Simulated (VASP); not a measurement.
The system is Sc.

```
Sc
1.0
     0.00000    2.32685    2.32685
     2.32685    0.00000    2.32685
     2.32685    2.32685    0.00000
Sc
1
Direct
  0.00000 0.00000 0.00000
```

Base run:

| Property | Result |
| --- | --- |
| Program | VASP 6.6.1 |
| Functional | PBE |
| Potentials or basis | VASP PAW PBE potentials, release 64 (Sc_sv) |
| Cutoff | 500 eV |
| k mesh | 8 × 8 × 8 |
| Occupations | gaussian, width 0.1 eV |
| Spin | no spin polarisation |

Its results: pressure -1.0 GPa.

Problem. The run is repeated on the same cell with these changes: functional from PBE to revPBE. What comes out?

Solution. Pressure 0.5 GPa.

revPBE binds less tightly than PBE, so the same cell stands under more pressure.

Caveats: the PAW data sets were made with another functional, which shifts forces and pressure a little (some runs).
